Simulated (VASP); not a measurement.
Crystal: SrO.

```
Sr O
1.0
     0.00000    2.61663    2.61663
     2.61663    0.00000    2.61663
     2.61663    2.61663    0.00000
Sr O
1 1
Cartesian
  2.6166 2.6166 2.6166
  0.0000 0.0000 0.0000
```

Base run:

| Property | Result |
| --- | --- |
| Program | VASP 6.6.1 |
| Functional | BLYP |
| Dispersion | D4 |
| Potentials or basis | VASP PAW PBE potentials, release 64 (Sr_sv, O) |
| Cutoff | 520 eV |
| k mesh | 9 × 9 × 9 |
| Occupations | fermi-dirac, width 0.05 eV |
| Spin | no spin polarisation |

Its results: band gap on the k mesh 3.47 eV, indirect (least direct gap 3.59 eV); pressure -1.7 GPa.

The run is repeated on the same cell with these changes: functional from BLYP to r2SCAN; dispersion from D4 to rVV10. What comes out?

Band gap on the k mesh 3.78 eV, indirect (least direct gap 3.90 eV); pressure -4.1 GPa.

Several settings changed at once, so the effect can't be laid on one alone.

Caveats: the PAW data sets were made with another functional, which shifts forces and pressure a little.

A k mesh can miss the band edges.
